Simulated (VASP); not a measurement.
# Ti6O in VASP: notebook

Ti6O is run at these levels: PBEsol; tasks: single point.

Everything below comes from runs of VASP 6.6.1. Logs are shortened: lines on timing, memory, paths and dates and some standing lists are left out, and cuts for length are marked.

## Step 1: The cell of the first run

The cell holds a slab with vacuum, 7 atoms: a = 2.900 Å, b = 4.591 Å, c = 21.206 Å, α = 90.00°, β = 90.00°, γ = 90.00°.

## Step 2: Single point, PBEsol

Input file INCAR:

```
SYSTEM = Ti6O
  ALGO = Normal
  DIPOL = 0.5 0.5 0.350
  EDIFF = 1E-6
  ENCUT = 520
  GGA = PS
  IDIPOL = 3
  ISIF = 2
  ISMEAR = 0
  LASPH = .True.
  LCHARG = .False.
  LDIPOL = .True.
  LREAL = .False.
  LWAVE = .False.
  NBANDS = 48
  NELM = 60
  PREC = Accurate
  SIGMA = 0.1
```

Input file KPOINTS:

```
k-points
0
Gamma
  9 6 1
  0 0 0
```

Input file POSCAR:

```
Ti6O
1.0
    2.8999670177      0.0000000000      0.0000000000
    0.0000000000      4.5905806278      0.0000000000
    0.0000000000      0.0000000000     21.2062529549
Ti O
6 1
Direct
    0.0000000000      0.7500000000      0.1886236106
    0.5000000000      0.2500000000      0.2281000977
    0.5000000000      0.7500000000      0.3070530716
    0.0000000000      0.2500000000      0.3454090437
    0.0000000000      0.7500000000      0.4205530428
    0.5000000000      0.2500000000      0.4577071195
    1.0000000000      0.7500000000      0.5014956110
```

Potentials or basis: VASP PAW PBE potentials, release 64 (Ti_sv, O).

Launch:

```sh
$ cat potpaw_PBE.64/Ti_sv/POTCAR potpaw_PBE.64/O/POTCAR > POTCAR
$ mpirun -np 1 vasp_std > vasp.out
```

OUTCAR:

```text
SYSTEM = Ti6O
   EDIFF = 1E-6
   ENCUT = 520
   GGA = PS
   ISIF = 2
   ISMEAR = 0
   LASPH = .True.
   LREAL = .False.
   NELM = 60
   PREC = Accurate

 ion  position               nearest neighbor table
   1  0.000  0.750  0.189-   2 2.84   2 2.84   2 2.84   2 2.84   3 2.90   3 2.90
   2  0.500  0.250  0.228-   3 2.84   3 2.84   1 2.84   1 2.84   1 2.84   1 2.84   4 2.88   4 2.88

   3  0.500  0.750  0.307-   5 2.81   5 2.81   4 2.83   4 2.83   4 2.83   4 2.83   2 2.84   2 2.84
                             1 2.90   1 2.90
   4  0.000  0.250  0.345-   6 2.79   6 2.79   5 2.79   5 2.79   3 2.83   3 2.83   3 2.83   3 2.83
                             2 2.88   2 2.88
   5  0.000  0.750  0.421-   7 1.72   4 2.79   4 2.79   3 2.81   3 2.81   6 2.83   6 2.83   6 2.83
                             6 2.83
   6  0.500  0.250  0.458-   4 2.79   4 2.79   5 2.83   5 2.83   5 2.83   5 2.83
   7  0.000  0.750  0.501-   5 1.72

  LATTYP: Found a simple orthorhombic cell.
 ALAT       =     2.8999670177
 B/A-ratio  =     1.5829768407
 C/A-ratio  =     7.3125841865

  Lattice vectors:

 A1 = (   2.8999670177,   0.0000000000,   0.0000000000)
 A2 = (   0.0000000000,   4.5905806278,   0.0000000000)
 A3 = (   0.0000000000,   0.0000000000,  21.2062529549)

Analysis of symmetry for initial positions (statically):
=====================================================================
 Subroutine PRICEL returns:
 Original cell was already a primitive cell.

 Routine SETGRP: Setting up the symmetry group for a
 simple orthorhombic supercell.

 Subroutine GETGRP returns: Found  4 space group operations
 (whereof  2 operations were pure point group operations)
 out of a pool of  8 trial point group operations.

The static configuration has the point symmetry C_1h.
 The point group associated with its full space group is C_2v.

Analysis of symmetry for dynamics (positions and initial velocities):
=====================================================================
 Subroutine PRICEL returns:
 Original cell was already a primitive cell.

 Routine SETGRP: Setting up the symmetry group for a
 simple orthorhombic supercell.

 Subroutine GETGRP returns: Found  4 space group operations
 (whereof  2 operations were pure point group operations)
 out of a pool of  8 trial point group operations.

The dynamic configuration has the point symmetry C_1h.
 The point group associated with its full space group is C_2v.

 Subroutine INISYM returns: Found  4 space group operations
 (whereof  2 operations are pure point group operations),
 and found     1 'primitive' translations

----------------------------------------------------------------------------------------

                                     Primitive cell

  volume of cell :     282.3089

  direct lattice vectors                    reciprocal lattice vectors
     2.899967018  0.000000000  0.000000000     0.344831508  0.000000000  0.000000000
     0.000000000  4.590580628  0.000000000     0.000000000  0.217837368  0.000000000
     0.000000000  0.000000000 21.206252955     0.000000000  0.000000000  0.047155903

  length of vectors
     2.899967018  4.590580628 21.206252955     0.344831508  0.217837368  0.047155903

  position of ions in fractional coordinates (direct lattice)
     0.000000000  0.750000000  0.188623611
     0.500000000  0.250000000  0.228100098
     0.500000000  0.750000000  0.307053072
     0.000000000  0.250000000  0.345409044
     0.000000000  0.750000000  0.420553043
     0.500000000  0.250000000  0.457707120
     0.000000000  0.750000000  0.501495611

  ion indices of the primitive-cell ions
   primitive index   ion index
                 1           1
                 2           2
                 3           3
                 4           4
                 5           5
                 6           6
                 7           7

----------------------------------------------------------------------------------------

 KPOINTS: k-points

Automatic generation of k-mesh.
 Grid dimensions read from file:
 generate k-points for:    9    6    1

 Generating k-lattice:

  Cartesian coordinates                     Fractional coordinates (reciprocal lattice)
     0.038314612  0.000000000  0.000000000     0.111111111  0.000000000  0.000000000
     0.000000000  0.036306228  0.000000000     0.000000000  0.166666667  0.000000000
     0.000000000  0.000000000  0.047155903     0.000000000  0.000000000  1.000000000

  Length of vectors
     0.038314612  0.036306228  0.047155903

  Shift w.r.t. Gamma in fractional coordinates (k-lattice)
     0.000000000  0.000000000  0.000000000

 Subroutine IBZKPT returns following result:
 ===========================================

 Found     20 irreducible k-points:

 Following reciprocal coordinates:
            Coordinates               Weight
  0.000000  0.000000  0.000000      1.000000
  0.111111  0.000000  0.000000      2.000000
  0.222222  0.000000  0.000000      2.000000
  0.333333  0.000000  0.000000      2.000000
  0.444444  0.000000  0.000000      2.000000
  0.000000  0.166667  0.000000      2.000000
[... 12 lines left out ...]
  0.333333  0.500000  0.000000      2.000000
  0.444444  0.500000  0.000000      2.000000
   k-points           NKPTS =     20   k-points in BZ     NKDIM =     20   number of bands    NBANDS=     48
   number of dos      NEDOS =    301   number of ions     NIONS =      7
   total plane-waves  NPLWV = 138240
   dimension x,y,z NGX =    24 NGY =   36 NGZ =  160
   dimension x,y,z NGXF=    48 NGYF=   72 NGZF=  320
   ions per type =               6   1
   NGX,Y,Z   is equivalent  to a cutoff of  13.76, 13.04, 12.54 a.u.
   NGXF,Y,Z  is equivalent  to a cutoff of  27.52, 26.07, 25.09 a.u.
 SYSTEM =  Ti6O
   PREC   = accura    normal or accurate (medium, high low for compatibility)
   ISTART =      0    job   : 0-new  1-cont  2-samecut
   ICHARG =      2    charge: 1-file 2-atom 10-const
   ISPIN  =      1    spin polarized calculation?
   LNONCOLLINEAR =      F non collinear calculations
   LSORBIT =      F    spin-orbit coupling
   LASPH  =      T    aspherical Exc in radial PAW
   ENCUT  =  520.0 eV  38.22 Ry    6.18 a.u.   5.39  8.54 39.43*2*pi/ulx,y,z
   NELM   =     60;   NELMIN=  2; NELMDL= -5     # of ELM steps
   EDIFF  = 0.1E-05   stopping-criterion for ELM
   LREAL  =      F    real-space projection
[... 7 lines left out ...]
   TEBEG  =    0.0;   TEEND  =   0.0 temperature during run
   PSTRESS=    0.0 pullay stress
   NELECT =      78.0000    total number of electrons
   NUPDOWN=      -1.0000    fix difference up-down
   EMIN   =  10.00;   EMAX   =-10.00  energy-range for DOS
   EFERMI =   0.00;   METHOD = LEGACY
   ISMEAR =     0;   SIGMA  =   0.10  broadening in eV -4-tet -1-fermi 0-gaus
   EFERMI_NEDOS =   21; number of points for ismear=-14 and -15
   IALGO  =     38    algorithm
   IMIX   =      4    mixing-type and parameters
     AMIX     =   0.40;   BMIX     =  1.00
     AMIX_MAG =   1.60;   BMIX_MAG =  1.00
  volume/ion in A,a.u.               =      40.33       272.16
  Fermi-wavevector in a.u.,A,eV,Ry     =   1.066264  2.014947 15.468727  1.136919
  Thomas-Fermi vector in A             =   2.201843
   LORBIT       =      0    0 simple, 1 ext, 2 COOP (PROOUT), +10 PAW based schemes
   GGA     = PS    functional components
   LHFCALC =     F    Hartree Fock is set to
   AEXX    =    0.0000 exact exchange contribution
   IVDW    =     0    specifies the selected vdW correction
   LEPSILON=     F    determine dielectric tensor
   LRPA    =     F    only Hartree local field effects (RPA)
 non-spin polarized calculation
 Gauss-broadening in eV      SIGMA  =   0.10
  energy-cutoff  :      520.00
  volume of cell :      282.31
 maximum number of plane-waves:      7645
 NGX is ok and might be reduce to    24
   NGX = 11   NGY = 17   NGZ = 79

 dipolmoment           0.000000      0.000000     -0.022299 electrons x Angstroem

 number of electron      78.0000034 magnetization

 dipolmoment           0.000000      0.000000      0.061190 electrons x Angstroem

 Free energy of the ion-electron system (eV)
  ---------------------------------------------------
  ext. energy  EPLUGINS =         0.00000000
  ---------------------------------------------------
  free energy    TOTEN  =       -54.94872467 eV

  energy without entropy =      -54.88925971  energy(sigma->0) =      -54.91899219

 E-fermi :   0.6730     XC(G=0):  -5.3070

 val. band max:        0.6714694640   @ k =   0.2222   0.3333   0.0000
 cond. band min:       0.6768557291   @ k =   0.1111   0.3333   0.0000
 fundamental gap:      0.0053862650
 Fermi energy:         0.6730496854

 k-point     1 :       0.0000    0.0000    0.0000
  band No.  band energies     occupation
      1     -56.3777      2.00000
      2     -56.1254      2.00000
      3     -55.8260      2.00000
      4     -55.7569      2.00000
      5     -55.6925      2.00000
      6     -55.6593      2.00000
[... 40 lines left out ...]
     47       1.7468      0.00000
     48       1.8487      0.00000

 k-point     2 :       0.1111    0.0000    0.0000
  band No.  band energies     occupation
      1     -56.3719      2.00000
      2     -56.1194      2.00000
      3     -55.8185      2.00000
      4     -55.7521      2.00000
      5     -55.6900      2.00000
      6     -55.6562      2.00000
[... 40 lines left out ...]
     47       1.8231      0.00000
     48       1.9031      0.00000

 k-point     3 :       0.2222    0.0000    0.0000
  band No.  band energies     occupation
      1     -56.3573      2.00000
      2     -56.1040      2.00000
      3     -55.7988      2.00000
      4     -55.7394      2.00000
      5     -55.6853      2.00000
      6     -55.6477      2.00000
[... 40 lines left out ...]
     47       1.8838      0.00000
     48       1.9399      0.00000

 k-point     4 :       0.3333    0.0000    0.0000
  band No.  band energies     occupation
      1     -56.3406      2.00000
      2     -56.0865      2.00000
      3     -55.7750      2.00000
      4     -55.7227      2.00000
      5     -55.6843      2.00000
      6     -55.6371      2.00000
[... 754 lines left out ...]
     47       1.6490      0.00000
     48       1.7612      0.00000

 k-point    19 :       0.3333    0.5000    0.0000
  band No.  band energies     occupation
      1     -56.3392      2.00000
      2     -56.0842      2.00000
      3     -55.7492      2.00000
      4     -55.7347      2.00000
      5     -55.6754      2.00000
      6     -55.6637      2.00000
[... 40 lines left out ...]
     47       1.9242      0.00000
     48       2.2018      0.00000

 k-point    20 :       0.4444    0.5000    0.0000
  band No.  band energies     occupation
      1     -56.3294      2.00000
      2     -56.0746      2.00000
      3     -55.7383      2.00000
      4     -55.7217      2.00000
      5     -55.6696      2.00000
      6     -55.6559      2.00000
[... 40 lines left out ...]
     47       2.1522      0.00000
     48       2.1989      0.00000

------------------------ aborting loop because EDIFF is reached ----------------------------------------

 vacuum level on the upper side and lower side of the slab       (xc-potential included)         0.306        -0.523

  FORCE on cell =-STRESS in cart. coord.  units (eV):
  Direction    XX          YY          ZZ          XY          YZ          ZX
  --------------------------------------------------------------------------------------
  -------------------------------------------------------------------------------------
  Total       -0.7428557     -2.7007647      0.4216602      0.0000000      0.0000000      0.0000000
  in kB       -4.2159013    -15.3275490      2.3930327      0.0000000      0.0000000      0.0000000
  external PRESSURE =      -5.7168059 kB  Pullay stress =       0.0000000 kB

 VOLUME and BASIS-vectors are now :
 -----------------------------------------------------------------------------
  energy-cutoff  :      520.00
  volume of cell :      282.31
      direct lattice vectors                 reciprocal lattice vectors
     2.899967018  0.000000000  0.000000000     0.344831508  0.000000000  0.000000000
     0.000000000  4.590580628  0.000000000     0.000000000  0.217837368  0.000000000
     0.000000000  0.000000000 21.206252955     0.000000000  0.000000000  0.047155903

 POSITION                                       TOTAL-FORCE (eV/Angst)
 -----------------------------------------------------------------------------------
      0.00000      3.44294      4.00000         0.000000      0.000000      0.420781
      1.44998      1.14765      4.83715         0.000000      0.000000     -0.016530
      1.44998      3.44294      6.51145         0.000000      0.000000     -0.997799
      0.00000      1.14765      7.32483         0.000000      0.000000      0.091194
      0.00000      3.44294      8.91835         0.000000      0.000000      0.376714
      1.44998      1.14765      9.70625         0.000000      0.000000     -0.011054
      0.00000      3.44294     10.63484         0.000000      0.000000      0.136694
 -----------------------------------------------------------------------------------
    total drift:                                0.000000      0.000000      0.000529

  FREE ENERGIE OF THE ION-ELECTRON SYSTEM (eV)
  ---------------------------------------------------
  free  energy   TOTEN  =       -54.9487246695 eV

  energy  without entropy=      -54.8892597060  energy(sigma->0) =      -54.91899219

 vacuum level on the upper side and lower side of the slab         5.236         4.363
```

Run time: 9 min. Hardware: 1 thread of Intel Xeon Platinum 8259CL at 2.50GHz (Skylake/Cascade Lake), shared host; peak memory 0.46 GiB.

What came out:

```
Free energy            : -54.9487 eV
Largest force          : 0.998 eV/Å
Band gap on the k mesh : zero (bands 39 and 40 overlap by 0.44 eV)
```

Forces on the atoms (eV/Å):
```
Ti   0.000  0.000  0.421
Ti   0.000  0.000 -0.017
Ti   0.000  0.000 -0.998
Ti   0.000  0.000  0.091
Ti   0.000  0.000  0.377
Ti   0.000  0.000 -0.011
O    0.000  0.000  0.137
```

Caveat: the PAW data sets were made with another functional, which shifts forces and pressure a little.

## Step 3: Single point, PBEsol

Input file INCAR:

```
PREC = Accurate ; ENCUT = 520
EDIFF = 1E-6 ; ISMEAR = 0
SIGMA = 0.1 ; LREAL = F
LASPH = T ; NELM = 60
ALGO = Normal ; ISIF = 2
LWAVE = F ; LCHARG = T
LDIPOL = T ; IDIPOL = 3
DIPOL = 0.5 0.5 0.354 ; GGA = PS
LELF = T ; LVHAR = T
LVACPOTAV = T ; NBANDS = 48
```

Input file KPOINTS:

```
regular mesh
0
Gamma
  9 6 1
```

POSCAR: that of step 2 with these lines changed.

```diff
@@ -14,2 +14,2 @@
     0.5000000000      0.2500000000      0.4577071195
-    1.0000000000      0.7500000000      0.5014956110
+    0.5000000000      0.2500000000      0.5338085747
```

Potentials or basis: VASP PAW PBE potentials, release 64 (Ti_sv, O).

Launch:

```sh
$ cat potpaw_PBE.64/Ti_sv/POTCAR potpaw_PBE.64/O/POTCAR > POTCAR
$ mpirun -np 1 vasp_std > vasp.out
```

Wall time 11 min (1 thread of Intel Xeon Platinum 8559C (Emerald Rapids), shared host); peak memory 0.45 GiB.

The run converged. Its results:

* Free energy: -54.3066 eV
* Largest force: 0.656 eV/Å
* Band gap on the k mesh: zero (bands 39 and 40 overlap by 0.68 eV)

Forces on the atoms (eV/Å):
```
Ti   0.000  0.000  0.242
Ti   0.000  0.000  0.153
Ti   0.000  0.000 -0.083
Ti   0.000  0.000 -0.263
Ti   0.000  0.000 -0.656
Ti   0.000  0.000  0.197
O    0.000  0.000  0.409
```

Levels at points of the mesh, in eV from the Fermi level:
```tsv
k point	band 36	band 37	band 38	band 39	band 40	band 41	band 42	band 43
(0.00, 0.00, 0.00)	-0.55	-0.35	0.07	0.36	0.61	0.70	0.83	1.02
(0.00, 0.50, 0.00)	-0.69	-0.66	-0.10	0.04	0.24	0.39	0.55	0.87
```

Caveat: the PAW data sets were made with another functional, which shifts forces and pressure a little.
